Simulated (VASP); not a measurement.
# TaN (P-6m2) in VASP: a series of runs, part 2 of 2

VASP 6.6.1. Earlier steps stand in the parts before.

### Step 5. Single point, LDA

This run uses another cell than the first one, of 12.39 Å³/atom.

INCAR

```
SYSTEM = TaN
PREC = Accurate
ENCUT = 520
EDIFF = 1E-6
ISMEAR = -1
SIGMA = 0.05
LREAL = .FALSE.
LASPH = .TRUE.
NELM = 80
ALGO = Normal
ISIF = 2
LWAVE = .FALSE.
LCHARG = .FALSE.
NBANDS = 15
```

KPOINTS

```
regular mesh
0
G
  10 10 9
  0 0 0
```

POSCAR

```
TaN
1.0
    3.0781119072      0.0000000000      0.0000000000
   -1.5390559536      2.6657231073      0.0000000000
    0.0000000000      0.0000000000      3.0204889818
Ta N
1 1
Direct
    0.0000000000      0.0000000000      0.5000000000
    0.6666666667      0.3333333333      0.0000000000
```

Potentials or basis: VASP PAW LDA potentials, release 64 (Ta_pv, N).

Command:

```sh
$ cat potpaw_LDA.64/Ta_pv/POTCAR potpaw_LDA.64/N/POTCAR > POTCAR
$ mpirun -np 1 vasp_std > vasp.out
```

OUTCAR:

```text
SYSTEM = TaN
   PREC = Accurate
   ENCUT = 520
   EDIFF = 1E-6
   ISMEAR = -1
   LREAL = .FALSE.
   LASPH = .TRUE.
   NELM = 80
   ISIF = 2

 ion  position               nearest neighbor table
   1  0.000  0.000  0.500-   2 2.33   2 2.33   2 2.33   2 2.33   2 2.33   2 2.33
   2  0.667  0.333  0.000-   1 2.33   1 2.33   1 2.33   1 2.33   1 2.33   1 2.33

  LATTYP: Found a hexagonal cell.
 ALAT       =     3.0781119072
 C/A-ratio  =     0.9812797822

  Lattice vectors:

 A1 = (   3.0781119072,   0.0000000000,   0.0000000000)
 A2 = (  -1.5390559536,   2.6657231073,   0.0000000000)
 A3 = (   0.0000000000,   0.0000000000,   3.0204889818)

Analysis of symmetry for initial positions (statically):
=====================================================================
 Subroutine PRICEL returns:
 Original cell was already a primitive cell.

 Routine SETGRP: Setting up the symmetry group for a
 hexagonal supercell.

 Subroutine GETGRP returns: Found 12 space group operations
 (whereof 12 operations were pure point group operations)
 out of a pool of 24 trial point group operations.

The static configuration has the point symmetry D_3h.

Analysis of symmetry for dynamics (positions and initial velocities):
=====================================================================
 Subroutine PRICEL returns:
 Original cell was already a primitive cell.

 Routine SETGRP: Setting up the symmetry group for a
 hexagonal supercell.

 Subroutine GETGRP returns: Found 12 space group operations
 (whereof 12 operations were pure point group operations)
 out of a pool of 24 trial point group operations.

The dynamic configuration has the point symmetry D_3h.

 Subroutine INISYM returns: Found 12 space group operations
 (whereof 12 operations are pure point group operations),
 and found     1 'primitive' translations

----------------------------------------------------------------------------------------

                                     Primitive cell

  volume of cell :      24.7843

  direct lattice vectors                    reciprocal lattice vectors
     3.078111907  0.000000000  0.000000000     0.324874478  0.187566368  0.000000000
    -1.539055954  2.665723107  0.000000000     0.000000000  0.375132735  0.000000000
     0.000000000  0.000000000  3.020488982     0.000000000  0.000000000  0.331072222

  length of vectors
     3.078111907  3.078111907  3.020488982     0.375132735  0.375132735  0.331072222

  position of ions in fractional coordinates (direct lattice)
     0.000000000  0.000000000  0.500000000
     0.666666667  0.333333333  0.000000000

  ion indices of the primitive-cell ions
   primitive index   ion index
                 1           1
                 2           2

----------------------------------------------------------------------------------------

 KPOINTS: regular mesh

Automatic generation of k-mesh.
 Grid dimensions read from file:
 generate k-points for:   10   10    9

 Generating k-lattice:

  Cartesian coordinates                     Fractional coordinates (reciprocal lattice)
     0.032487448  0.018756637  0.000000000     0.100000000 -0.000000000  0.000000000
     0.000000000  0.037513274  0.000000000     0.000000000  0.100000000  0.000000000
     0.000000000  0.000000000  0.036785802     0.000000000  0.000000000  0.111111111

  Length of vectors
     0.037513273  0.037513274  0.036785802

[... 37 lines left out ...]
   total plane-waves  NPLWV =  13824
   dimension x,y,z NGX =    24 NGY =   24 NGZ =   24
   dimension x,y,z NGXF=    48 NGYF=   48 NGZF=   48
   ions per type =               1   1
   NGX,Y,Z   is equivalent  to a cutoff of  12.96, 12.96, 13.21 a.u.
   NGXF,Y,Z  is equivalent  to a cutoff of  25.92, 25.92, 26.42 a.u.
 SYSTEM =  TaN
   PREC   = accura    normal or accurate (medium, high low for compatibility)
   ISTART =      0    job   : 0-new  1-cont  2-samecut
   ICHARG =      2    charge: 1-file 2-atom 10-const
   ISPIN  =      1    spin polarized calculation?
   LNONCOLLINEAR =      F non collinear calculations
   LSORBIT =      F    spin-orbit coupling
   LASPH  =      T    aspherical Exc in radial PAW
   ENCUT  =  520.0 eV  38.22 Ry    6.18 a.u.   5.72  5.72  5.62*2*pi/ulx,y,z
   NELM   =     80;   NELMIN=  2; NELMDL= -5     # of ELM steps
   EDIFF  = 0.1E-05   stopping-criterion for ELM
   LREAL  =      F    real-space projection
   EDIFFG = 0.1E-04   stopping-criterion for IOM
   NSW    =      0    number of steps for IOM
   IBRION =     -1    ionic relax: 0-MD 1-quasi-New 2-CG
   NFREE  =      0    steps in history (QN), initial steepest desc. (CG)
   ISIF   =      2    stress and relaxation
   ISYM   =      2    0-nonsym 1-usesym 2-fastsym
   POTIM  = 0.5000    time-step for ionic-motion
   TEBEG  =    0.0;   TEEND  =   0.0 temperature during run
   PSTRESS=    0.0 pullay stress
   NELECT =      16.0000    total number of electrons
   NUPDOWN=      -1.0000    fix difference up-down
   EMIN   =  10.00;   EMAX   =-10.00  energy-range for DOS
   EFERMI =   0.00;   METHOD = LEGACY
   ISMEAR =    -1;   SIGMA  =   0.05  broadening in eV -4-tet -1-fermi 0-gaus
   EFERMI_NEDOS =   21; number of points for ismear=-14 and -15
   IALGO  =     38    algorithm
   IMIX   =      4    mixing-type and parameters
     AMIX     =   0.40;   BMIX     =  1.00
     AMIX_MAG =   1.60;   BMIX_MAG =  1.00
  volume/ion in A,a.u.               =      12.39        83.63
  Fermi-wavevector in a.u.,A,eV,Ry     =   1.414890  2.673754 27.237679  2.001913
  Thomas-Fermi vector in A             =   2.536385
   LORBIT       =      0    0 simple, 1 ext, 2 COOP (PROOUT), +10 PAW based schemes
   GGA     = CA    functional components
   LHFCALC =     F    Hartree Fock is set to
   AEXX    =    0.0000 exact exchange contribution
   IVDW    =     0    specifies the selected vdW correction
   LEPSILON=     F    determine dielectric tensor
   LRPA    =     F    only Hartree local field effects (RPA)
 non-spin polarized calculation
  energy-cutoff  :      520.00
  volume of cell :       24.78
 maximum number of plane-waves:       680
 NGX is ok and might be reduce to    24
   NGX = 11   NGY = 11   NGZ = 11

 number of electron      16.0000001 magnetization

 Free energy of the ion-electron system (eV)
  ---------------------------------------------------
  ext. energy  EPLUGINS =         0.00000000
  ---------------------------------------------------
  free energy    TOTEN  =       -24.11035910 eV

  energy without entropy =      -24.10984221  energy(sigma->0) =      -24.11010066

 E-fermi :   6.6976     XC(G=0): -12.8460

 val. band max:        6.5966826350   @ k =   0.0000   0.0000   0.4444
 cond. band min:       6.8364171855   @ k =   0.0000   0.0000   0.3333
 fundamental gap:      0.2397345504
 Fermi energy:         6.6976267597

 k-point     1 :       0.0000    0.0000    0.0000
  band No.  band energies     occupation
      1     -28.3550      2.00000
      2     -28.1434      2.00000
      3     -28.1434      2.00000
      4      -9.8218      2.00000
      5       2.7175      2.00000
      6       2.7175      2.00000
      7       3.0724      2.00000
      8       4.0007      2.00000
      9       8.0228      0.00000
     10       9.6514      0.00000
     11       9.6514      0.00000
     12       9.8494      0.00000
     13       9.8494      0.00000
     14      18.5599      0.00000
[... 401 lines left out ...]
      2     -28.3321      2.00000
      3     -28.3176      2.00000
      4      -7.9595      2.00000
      5      -0.5159      2.00000
      6       1.9421      2.00000
      7       2.9728      2.00000
      8       4.7364      2.00000
      9       8.7749      0.00000
     10       9.6208      0.00000
     11      10.3188      0.00000
     12      11.4627      0.00000
     13      14.2524      0.00000
     14      16.6459      0.00000
     15      18.5885      0.00000

 [... further k-points ...]

------------------------ aborting loop because EDIFF is reached ----------------------------------------

  FORCE on cell =-STRESS in cart. coord.  units (eV):
  Direction    XX          YY          ZZ          XY          YZ          ZX
  --------------------------------------------------------------------------------------
  -------------------------------------------------------------------------------------
  Total       -6.5566066     -6.5566066     -7.4027697      0.0000000     -0.0000000      0.0000000
  in kB     -423.8508051   -423.8508050   -478.5508881      0.0000000     -0.0000000      0.0000000
  external PRESSURE =    -442.0841661 kB  Pullay stress =       0.0000000 kB

 VOLUME and BASIS-vectors are now :
 -----------------------------------------------------------------------------
  energy-cutoff  :      520.00
  volume of cell :       24.78
      direct lattice vectors                 reciprocal lattice vectors
     3.078111907  0.000000000  0.000000000     0.324874478  0.187566368  0.000000000
    -1.539055954  2.665723107  0.000000000     0.000000000  0.375132735  0.000000000
     0.000000000  0.000000000  3.020488982     0.000000000  0.000000000  0.331072222

 POSITION                                       TOTAL-FORCE (eV/Angst)
 -----------------------------------------------------------------------------------
      0.00000      0.00000      1.51024        -0.000000      0.000000      0.000000
      1.53906      0.88857      0.00000         0.000000      0.000000      0.000000
 -----------------------------------------------------------------------------------
    total drift:                               -0.000000      0.000000      0.000000

  FREE ENERGIE OF THE ION-ELECTRON SYSTEM (eV)
  ---------------------------------------------------
  free  energy   TOTEN  =       -24.1103590980 eV

  energy  without entropy=      -24.1098422139  energy(sigma->0) =      -24.11010066
```

Run time: 14 s. Hardware: 1 thread of Intel Xeon Platinum 8375C at 2.90GHz (Ice Lake), shared host; peak memory 0.14 GiB.

Results:

* Free energy: -24.1104 eV
* Pressure: -44.2 GPa
* Band gap on the k mesh: zero (bands 8 and 9 overlap by 0.24 eV)

Stress tensor (GPa, compression positive):
```
-42.39   0.00   0.00
  0.00 -42.39   0.00
  0.00   0.00 -47.86
```

Caveat: the stress differs along the axes, from -48 to -42 GPa; spin-orbit coupling is left out, which moves the levels of the heavy elements.

### Step 6. Single point, revPBE (the cell strained at random)

INCAR

```
PREC = Accurate
ENCUT = 520
EDIFF = 1E-6
ISMEAR = 0
SIGMA = 0.05
LREAL = False
LASPH = True
NELM = 60
ALGO = Normal
ISIF = 2
LWAVE = False
LCHARG = False
GGA = RE
NBANDS = 15
```

KPOINTS

```
Automatic mesh
0
Gamma
  8 8 7
```

POSCAR

```
TaN
1.0
    2.9607554424     -0.0000003847      0.0000186828
   -1.4803778067      2.5640971825     -0.0000041193
    0.0000102483      0.0000042659      2.9064157024
Ta N
1 1
Direct
    0.0000005551      0.0000008335      0.5000001190
    0.6666661116      0.3333324998     -0.0000001190
```

Potentials or basis: VASP PAW PBE potentials, release 64 (Ta_pv, N).

Command:

```sh
$ cat potpaw_PBE.64/Ta_pv/POTCAR potpaw_PBE.64/N/POTCAR > POTCAR
$ mpirun -np 1 vasp_std > vasp.out
```

It took 12 s on 1 thread of Intel Xeon Platinum 8375C at 2.90GHz (Ice Lake), shared host; peak memory 0.15 GiB.

It converged, with:

```
Free energy            : -21.5968 eV
Pressure               : 0.6 GPa
Band gap on the k mesh : zero (bands 8 and 9 overlap by 0.25 eV)
```

Stress tensor (GPa, compression positive):
```
0.55 0.00 0.00
0.00 0.55 0.00
0.00 0.00 0.71
```

Levels at points of the mesh, in eV from the Fermi level:
```csv
k point,band 4,band 5,band 6,band 7,band 8,band 9,band 10,band 11,band 12,band 13
"(0.00, 0.00, 0.00)",-17.75,-4.55,-4.55,-4.20,-3.00,1.93,3.39,3.39,3.79,3.79
"(0.50, 0.00, 0.00)",-15.56,-8.25,-5.17,-3.47,-3.24,2.84,3.79,5.00,5.04,7.10
```

Caveat: the cell differs from its parent crystal (the cell strained at random); the PAW data sets were made with another functional, which shifts forces and pressure a little; spin-orbit coupling is left out, which moves the levels of the heavy elements.

### Step 7. The runs side by side

```tsv
level	potentials or basis	U	cell	k mesh	cutoff (eV)	smearing	grid for exact exchange (PRECFOCK)	second try	share of exact exchange	gap on the mesh (eV)	pressure (GPa)
LDA+U	VASP PAW LDA potentials, release 64 (Ta_sv_GW, N_h)	Ta d U = 2.0 eV	a = 2.938, b = 2.938, c = 2.883 Å, angles 90.0, 90.0, 120.0°, 2 atoms	10 × 10 × 9	1330	fermi-dirac 0.05 eV	-	-	-	none	-4.1
PBE0	VASP PAW PBE potentials, release 64 (Ta_pv, N)	-	a = 2.930, b = 2.930, c = 2.873 Å, angles 90.0, 90.0, 120.0°, 2 atoms	5 × 5 × 5	640	fermi-dirac 0.05 eV	Normal	not_converged	0.25	none	-0.9
PBE0	VASP PAW PBE potentials, release 64 (Ta_sv_GW, N)	-	a = 2.878, b = 2.878, c = 2.824 Å, angles 90.0, 90.0, 120.0°, 2 atoms	6 × 6 × 6	520	fermi-dirac 0.05 eV	Normal	-	0.25	none	19.5
LDA	VASP PAW LDA potentials, release 64 (Ta_pv, N)	-	a = 3.078, b = 3.078, c = 3.020 Å, angles 90.0, 90.0, 120.0°, 2 atoms	10 × 10 × 9	520	fermi-dirac 0.05 eV	-	-	-	none	-44.2
revPBE	VASP PAW PBE potentials, release 64 (Ta_pv, N)	-	a = 2.961, b = 2.961, c = 2.906 Å, angles 90.0, 90.0, 120.0°, 2 atoms	8 × 8 × 7	520	gaussian 0.05 eV	-	-	-	none	0.6
```

Alike in all rows: task single point; no spin polarisation.

Caveats: some runs use coarse meshes; spin-orbit coupling is left out, which moves the levels of the heavy elements; the PAW data sets were made with another functional, which shifts forces and pressure a little (at least some runs); the cell stands under tension (at least some runs); U without spin polarisation on a metal has little footing (at least some runs); the stress differs along the axes, from -48 to -42 GPa (at least some runs).

Absolute energies hang on the potentials; compare differences alone.

The gap in the log of VASP goes by the Fermi energy; the results here count the filled bands.